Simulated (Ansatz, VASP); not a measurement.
# CsPbBr3 in VASP and in Ansatz

```
CELL_PARAMETERS angstrom
6.00272 0.00000 0.00000
0.00000 6.00272 0.00000
0.00000 0.00000 6.00272
ATOMIC_POSITIONS crystal
Cs 0.00000 0.00000 0.00000
Pb 0.50000 0.50000 0.50000
Br 0.00000 0.50000 0.50000
Br 0.50000 0.00000 0.50000
Br 0.50000 0.50000 0.00000
```

Alike in both runs: functional PBE; k mesh 6 × 6 × 6; occupations gaussian, width 0.02 eV; no spin polarisation.

Ansatz relaxed the structure, and its values are those at the end. VASP's run is a single point on that final structure, the one shown.

```csv
,VASP,Ansatz
version,VASP 6.6.1,Ansatz 0.2.0
potentials or method,"VASP PAW PBE potentials, release 64 (Cs_sv, Pb_d, Br), cutoff 520 eV","scalar-relativistic, plane waves, PAW"
valence electrons in the cell,44,44
```

VASP gave:

| Item | Value |
| --- | --- |
| gap on the k mesh at the Fermi level (eV) | 1.79 |
| least direct gap on the mesh (eV) | 1.79 |
| pressure (GPa) | 0.0 |

Question: Estimate Ansatz's values.

Answer: gap on the k mesh at the Fermi level (eV): 1.78; least direct gap on the mesh (eV): 1.78; pressure (GPa): 0.0.

Neither program's run includes spin-orbit coupling.
